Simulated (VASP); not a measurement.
Input of a VASP 6.6.1 run:

INCAR

```
PREC = Accurate ; ENCUT = 520
EDIFF = 1E-8 ; ISMEAR = 0
SIGMA = 0.01 ; LREAL = F
LASPH = T ; NELM = 80
ALGO = Normal ; ISIF = 2
LWAVE = F ; LCHARG = F
GGA = PE ; IVDW = 12
IBRION = 6 ; NFREE = 2
POTIM = 0.015 ; NSW = 1
```

Contents of KPOINTS:

```
Automatic mesh
0
Gamma
  12 12 8
```

Contents of POSCAR:

```
PtS2
1.0
    3.5830653944      0.0000000000      0.0000000000
   -1.7915326972      3.1030256550      0.0000000000
    0.0000000000      0.0000000000      4.6639927294
Pt S
1 2
Direct
    0.0000000000      0.0000000000      0.0000000000
    0.3333333333      0.6666666667      0.2586282042
    0.6666666667      0.3333333333      0.7413717958
```

Potentials or basis: VASP PAW PBE potentials, release 64 (Pt, S).

The run is started by

```sh
$ cat potpaw_PBE.64/Pt/POTCAR potpaw_PBE.64/S/POTCAR > POTCAR
$ mpirun -np 1 vasp_std > vasp.out
```

**Question.** Predict the highest phonon frequency at Γ, LO-TO splitting left out.

**Answer.** 331 cm⁻¹.

**Question.** Estimate the dispersion energy per atom.

**Answer.** -0.451 eV.

Phonon frequencies in cm⁻¹ (negative: imaginary):
| q point | frequencies |
| --- | --- |
| (0.000, 0.000, 0.000) | 0 0 0 293 293 303 303 320 331 |
